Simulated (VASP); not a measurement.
# CoSi2 (Fm-3m) in VASP: notebook

The runs below take CoSi2 through single point, with PBE+D3(BJ).

All numbers are computed with VASP 6.6.1; they aren't measurements. Logs are shortened: lines on timing, memory, paths and dates and some standing lists are left out, and cuts for length are marked.

## 1. The cell of the first run

The structure is cubic, space group Fm-3m (No. 225). Conventional cell: a = 5.320 Å, b = 5.320 Å, c = 5.320 Å, α = 90.00°, β = 90.00°, γ = 90.00°. Co (site symmetry m-3m) has 8 Si at 2.30 Å within 3.0 Å. Within 3.0 Å of Si (site symmetry -43m) lie 4 Co at 2.30 Å and 6 Si at 2.66 Å.

## 2. Single point, PBE+D3(BJ)

File INCAR:

```
  PREC = Accurate
  ENCUT = 600
  EDIFF = 1E-6
  ISMEAR = 0
  SIGMA = 0.1
  LREAL = False
  LASPH = True
  NELM = 120
  ALGO = Normal
  ISIF = 2
  LWAVE = False
  LCHARG = True
  GGA = PE
  IVDW = 12
  LELF = True
  LVHAR = True
  NBANDS = 16
  GGA_COMPAT = False
```

File KPOINTS:

```
Automatic mesh
0
Gamma
  6 6 6
```

File POSCAR:

```
CoSi2
1.0
    0.0000000000      2.6600000000      2.6600000000
    2.6600000000      0.0000000000      2.6600000000
    2.6600000000      2.6600000000      0.0000000000
Co Si
1 2
Direct
    0.0000000000      0.0000000000      0.0000000000
    0.2500000000      0.2500000000      0.2500000000
    0.7500000000      0.7500000000      0.7500000000
```

Potentials or basis: VASP PAW PBE potentials, release 64 (Co, Si).

The run is started by

```sh
$ cat potpaw_PBE.64/Co/POTCAR potpaw_PBE.64/Si/POTCAR > POTCAR
$ mpirun -np 1 vasp_std > vasp.out
```

OUTCAR:

```text
PREC = Accurate
   ENCUT = 600
   EDIFF = 1E-6
   ISMEAR = 0
   LREAL = False
   LASPH = True
   NELM = 120
   ISIF = 2
   GGA = PE
   IVDW = 12
 IVDW          = 12

 ion  position               nearest neighbor table
   1  0.000  0.000  0.000-   3 2.30   3 2.30   3 2.30   2 2.30   3 2.30   2 2.30   2 2.30   2 2.30

   2  0.250  0.250  0.250-   1 2.30   1 2.30   1 2.30   1 2.30   3 2.66   3 2.66   3 2.66   3 2.66
                             3 2.66   3 2.66
   3  0.750  0.750  0.750-   1 2.30   1 2.30   1 2.30   1 2.30   2 2.66   2 2.66   2 2.66   2 2.66
                             2 2.66   2 2.66

  LATTYP: Found a face centered cubic cell.
 ALAT       =     5.3200000000

  Lattice vectors:

 A1 = (   0.0000000000,   2.6600000000,   2.6600000000)
 A2 = (   2.6600000000,   0.0000000000,   2.6600000000)
 A3 = (   2.6600000000,   2.6600000000,   0.0000000000)

Analysis of symmetry for initial positions (statically):
=====================================================================
 Subroutine PRICEL returns:
 Original cell was already a primitive cell.

 Routine SETGRP: Setting up the symmetry group for a
 face centered cubic supercell.

 Subroutine GETGRP returns: Found 48 space group operations
 (whereof 48 operations were pure point group operations)
 out of a pool of 48 trial point group operations.

The static configuration has the point symmetry O_h .

Analysis of symmetry for dynamics (positions and initial velocities):
=====================================================================
 Subroutine PRICEL returns:
 Original cell was already a primitive cell.

 Routine SETGRP: Setting up the symmetry group for a
 face centered cubic supercell.

 Subroutine GETGRP returns: Found 48 space group operations
 (whereof 48 operations were pure point group operations)
 out of a pool of 48 trial point group operations.

The dynamic configuration has the point symmetry O_h .

 Subroutine INISYM returns: Found 48 space group operations
 (whereof 48 operations are pure point group operations),
 and found     1 'primitive' translations

----------------------------------------------------------------------------------------

                                     Primitive cell

  volume of cell :      37.6422

  direct lattice vectors                    reciprocal lattice vectors
     0.000000000  2.660000000  2.660000000    -0.187969925  0.187969925  0.187969925
     2.660000000  0.000000000  2.660000000     0.187969925 -0.187969925  0.187969925
     2.660000000  2.660000000  0.000000000     0.187969925  0.187969925 -0.187969925

  length of vectors
     3.761808076  3.761808076  3.761808076     0.325573460  0.325573460  0.325573460

  position of ions in fractional coordinates (direct lattice)
     0.000000000  0.000000000  0.000000000
     0.250000000  0.250000000  0.250000000
     0.750000000  0.750000000  0.750000000

  ion indices of the primitive-cell ions
   primitive index   ion index
                 1           1
                 2           2
                 3           3

----------------------------------------------------------------------------------------

 KPOINTS: Automatic mesh

Automatic generation of k-mesh.
 Grid dimensions read from file:
 generate k-points for:    6    6    6

 Generating k-lattice:

  Cartesian coordinates                     Fractional coordinates (reciprocal lattice)
    -0.031328321  0.031328321  0.031328321     0.166666667  0.000000000  0.000000000
     0.031328321 -0.031328321  0.031328321     0.000000000  0.166666667  0.000000000
     0.031328321  0.031328321 -0.031328321     0.000000000  0.000000000  0.166666667

  Length of vectors
     0.054262243  0.054262243  0.054262243

  Shift w.r.t. Gamma in fractional coordinates (k-lattice)
     0.000000000  0.000000000  0.000000000

 Subroutine IBZKPT returns following result:
 ===========================================

 Found     16 irreducible k-points:

 Following reciprocal coordinates:
            Coordinates               Weight
  0.000000  0.000000  0.000000      1.000000
  0.166667  0.000000  0.000000      8.000000
  0.333333  0.000000  0.000000      8.000000
  0.500000  0.000000  0.000000      4.000000
  0.166667  0.166667  0.000000      6.000000
  0.333333  0.166667  0.000000     24.000000
[... 8 lines left out ...]
 -0.333333  0.333333  0.166667     24.000000
 -0.333333  0.500000  0.166667     12.000000
   k-points           NKPTS =     16   k-points in BZ     NKDIM =     16   number of bands    NBANDS=     16
   number of dos      NEDOS =    301   number of ions     NIONS =      3
   total plane-waves  NPLWV =  27000
   dimension x,y,z NGX =    30 NGY =   30 NGZ =   30
   dimension x,y,z NGXF=    60 NGYF=   60 NGZF=   60
   ions per type =               1   2
   NGX,Y,Z   is equivalent  to a cutoff of  13.26, 13.26, 13.26 a.u.
   NGXF,Y,Z  is equivalent  to a cutoff of  26.52, 26.52, 26.52 a.u.
 SYSTEM =  unknown system
   PREC   = accura    normal or accurate (medium, high low for compatibility)
   ISTART =      0    job   : 0-new  1-cont  2-samecut
   ICHARG =      2    charge: 1-file 2-atom 10-const
   ISPIN  =      1    spin polarized calculation?
   LNONCOLLINEAR =      F non collinear calculations
   LSORBIT =      F    spin-orbit coupling
   LASPH  =      T    aspherical Exc in radial PAW
   ENCUT  =  600.0 eV  44.10 Ry    6.64 a.u.   7.51  7.51  7.51*2*pi/ulx,y,z
   NELM   =    120;   NELMIN=  2; NELMDL= -5     # of ELM steps
   EDIFF  = 0.1E-05   stopping-criterion for ELM
   LREAL  =      F    real-space projection
[... 7 lines left out ...]
   TEBEG  =    0.0;   TEEND  =   0.0 temperature during run
   PSTRESS=    0.0 pullay stress
   NELECT =      17.0000    total number of electrons
   NUPDOWN=      -1.0000    fix difference up-down
   EMIN   =  10.00;   EMAX   =-10.00  energy-range for DOS
   EFERMI =   0.00;   METHOD = LEGACY
   ISMEAR =     0;   SIGMA  =   0.10  broadening in eV -4-tet -1-fermi 0-gaus
   EFERMI_NEDOS =   21; number of points for ismear=-14 and -15
   IALGO  =     38    algorithm
   IMIX   =      4    mixing-type and parameters
     AMIX     =   0.40;   BMIX     =  1.00
     AMIX_MAG =   1.60;   BMIX_MAG =  1.00
  volume/ion in A,a.u.               =      12.55        84.67
  Fermi-wavevector in a.u.,A,eV,Ry     =   1.256029  2.373550 21.464655  1.577608
  Thomas-Fermi vector in A             =   2.389756
   LORBIT       =      0    0 simple, 1 ext, 2 COOP (PROOUT), +10 PAW based schemes
   GGA     = PE    functional components
   LHFCALC =     F    Hartree Fock is set to
   AEXX    =    0.0000 exact exchange contribution
   IVDW    =    12    specifies the selected vdW correction
   LEPSILON=     F    determine dielectric tensor
   LRPA    =     F    only Hartree local field effects (RPA)
 non-spin polarized calculation
 Gauss-broadening in eV      SIGMA  =   0.10
  energy-cutoff  :      600.00
  volume of cell :       37.64
 maximum number of plane-waves:      1278
   NGX = 15   NGY = 15   NGZ = 15

 number of electron      17.0000002 magnetization

 Free energy of the ion-electron system (eV)
  ---------------------------------------------------
  ext. energy  EPLUGINS =         0.00000000
  ---------------------------------------------------
  free energy    TOTEN  =       -19.27963902 eV

  energy without entropy =      -19.27119085  energy(sigma->0) =      -19.27541493

 E-fermi :  10.5032     XC(G=0): -11.8398

 val. band max:       10.1350192954   @ k =  -0.1667   0.1667   0.0000
 cond. band min:      10.5123266480   @ k =  -0.3333   0.1667   0.0000
 fundamental gap:      0.3773073526
 Fermi energy:        10.5031852148

 k-point     1 :       0.0000    0.0000    0.0000
  band No.  band energies     occupation
      1      -2.9148      2.00000
      2       6.2016      2.00000
      3       6.2016      2.00000
      4       6.2016      2.00000
      5       8.3982      2.00000
      6       8.3982      2.00000
[... 8 lines left out ...]
     15      16.1230      0.00000
     16      16.1230      0.00000

 k-point     2 :       0.1667    0.0000    0.0000
  band No.  band energies     occupation
      1      -2.4883      2.00000
      2       5.2568      2.00000
      3       6.3450      2.00000
      4       6.3450      2.00000
      5       8.2945      2.00000
      6       8.2945      2.00000
[... 8 lines left out ...]
     15      15.9726      0.00000
     16      16.7755      0.00000

 k-point     3 :       0.3333    0.0000    0.0000
  band No.  band energies     occupation
      1      -1.2446      2.00000
      2       3.1253      2.00000
      3       6.6087      2.00000
      4       6.6087      2.00000
      5       8.3268      2.00000
      6       8.3268      2.00000
[... 8 lines left out ...]
     15      18.4287      0.00000
     16      19.2338      0.00000

 k-point     4 :       0.5000    0.0000    0.0000
  band No.  band energies     occupation
      1       0.4519      2.00000
      2       1.0133      2.00000
      3       6.6966      2.00000
      4       6.6966      2.00000
      5       8.1527      2.00000
      6       8.6915      2.00000
[... 8 lines left out ...]
     15      20.8281      0.00000
     16      21.6259      0.00000
[... 172 lines left out ...]
 k-point    14 :       0.5000    0.3333    0.1667
  band No.  band energies     occupation
      1      -0.1773      2.00000
      2       3.2659      2.00000
      3       5.3506      2.00000
      4       6.0680      2.00000
      5       7.2058      2.00000
      6       8.1915      2.00000
[... 8 lines left out ...]
     15      20.1997      0.00000
     16      20.9428      0.00000

 k-point    15 :      -0.3333    0.3333    0.1667
  band No.  band energies     occupation
      1       1.4901      2.00000
      2       1.7538      2.00000
      3       5.0197      2.00000
      4       5.2795      2.00000
      5       7.5830      2.00000
      6       8.1385      2.00000
[... 8 lines left out ...]
     15      19.2638      0.00000
     16      22.8395      0.00000

 k-point    16 :      -0.3333    0.5000    0.1667
  band No.  band energies     occupation
      1       1.6712      2.00000
      2       2.8492      2.00000
      3       3.5907      2.00000
      4       5.1116      2.00000
      5       7.5774      2.00000
      6       8.2454      2.00000
[... 8 lines left out ...]
     15      21.4391      0.00000
     16      22.3575      0.00000

------------------------ aborting loop because EDIFF is reached ----------------------------------------

 Edisp (eV)   -1.35437

 E8    (eV) :    -0.5702

  FORCE on cell =-STRESS in cart. coord.  units (eV):
  Direction    XX          YY          ZZ          XY          YZ          ZX
  --------------------------------------------------------------------------------------
  -------------------------------------------------------------------------------------
  Total      -0.44144    -0.44144    -0.44144    -0.00000     0.00000    -0.00000
  in kB     -18.78929   -18.78929   -18.78929    -0.00000     0.00000    -0.00000
  external pressure =      -18.79 kB  Pullay stress =        0.00 kB

 VOLUME and BASIS-vectors are now :
 -----------------------------------------------------------------------------
  energy-cutoff  :      600.00
  volume of cell :       37.64
      direct lattice vectors                 reciprocal lattice vectors
     0.000000000  2.660000000  2.660000000    -0.187969925  0.187969925  0.187969925
     2.660000000  0.000000000  2.660000000     0.187969925 -0.187969925  0.187969925
     2.660000000  2.660000000  0.000000000     0.187969925  0.187969925 -0.187969925

 POSITION                                       TOTAL-FORCE (eV/Angst)
 -----------------------------------------------------------------------------------
      0.00000      0.00000      0.00000         0.000000     -0.000000      0.000000
      1.33000      1.33000      1.33000        -0.000000      0.000000     -0.000000
      3.99000      3.99000      3.99000        -0.000000     -0.000000     -0.000000
 -----------------------------------------------------------------------------------
    total drift:                                0.000000     -0.000000     -0.000000

  FREE ENERGIE OF THE ION-ELECTRON SYSTEM (eV)
  ---------------------------------------------------
  free  energy   TOTEN  =       -20.6340108167 eV

  energy  without entropy=      -20.6255626422  energy(sigma->0) =      -20.62978673
```

Wall time 8 s (1 thread of Intel Xeon 6975P-C (Granite Rapids), shared host); peak memory 0.17 GiB.

Results:

- Free energy: -20.6340 eV
- Pressure: -1.9 GPa
- Band gap on the k mesh: zero (an odd number of electrons rules out a gap without spin polarisation)
- Dispersion energy per atom: -0.451 eV

Caveat: the run has no spin polarisation, though such a crystal can be magnetic.

## 3. Single point, PBE+D3(BJ)

This run uses another cell than the first one, of 12.44 Å³/atom.

Changes to INCAR since step 2:

```diff
@@ -11,7 +11,5 @@
   LWAVE = False
-  LCHARG = True
+  LCHARG = False
   GGA = PE
   IVDW = 12
-  LELF = True
-  LVHAR = True
   NBANDS = 16
```

File KPOINTS:

```
Automatic mesh
0
Gamma
  14 14 14
```

File POSCAR:

```
CoSi2
1.0
    0.0000000000      2.6522625892      2.6522625892
    2.6522625892      0.0000000000      2.6522625892
    2.6522625892      2.6522625892      0.0000000000
Co Si
1 2
Direct
    0.0000000000      0.0000000000      0.0000000000
    0.2500000000      0.2500000000      0.2500000000
    0.7500000000      0.7500000000      0.7500000000
```

Potentials or basis: VASP PAW PBE potentials, release 64 (Co, Si).

The run is started by

```sh
$ cat potpaw_PBE.64/Co/POTCAR potpaw_PBE.64/Si/POTCAR > POTCAR
$ mpirun -np 1 vasp_std > vasp.out
```

Run time: 39 s. Hardware: 1 thread of Intel Xeon 6975P-C (Granite Rapids), shared host; peak memory 0.22 GiB.

It converged, with:

```
Free energy                : -20.6436 eV
Pressure                   : -0.2 GPa
Band gap on the k mesh     : zero (an odd number of electrons rules out a gap without spin polarisation)
Dispersion energy per atom : -0.456 eV
```

Levels at points of the mesh, in eV from the Fermi level:
```csv
k point,band 5,band 6,band 7,band 8,band 9,band 10,band 11,band 12,band 13,band 14
"(0.00, 0.00, 0.00)",-2.02,-2.02,1.03,3.44,3.44,3.44,3.51,3.51,3.51,5.78
"(0.50, 0.00, 0.00)",-2.25,-1.72,-1.72,-0.50,-0.50,2.78,3.48,3.48,4.59,10.49
"(0.50, 0.50, 0.00)",-3.76,-2.05,-2.05,-2.01,-1.41,1.68,2.93,8.57,9.87,9.87
```

Caveat: the run has no spin polarisation, though such a crystal can be magnetic. Spin polarisation is off, so any magnetic state and its effect on volume and gap are missing.
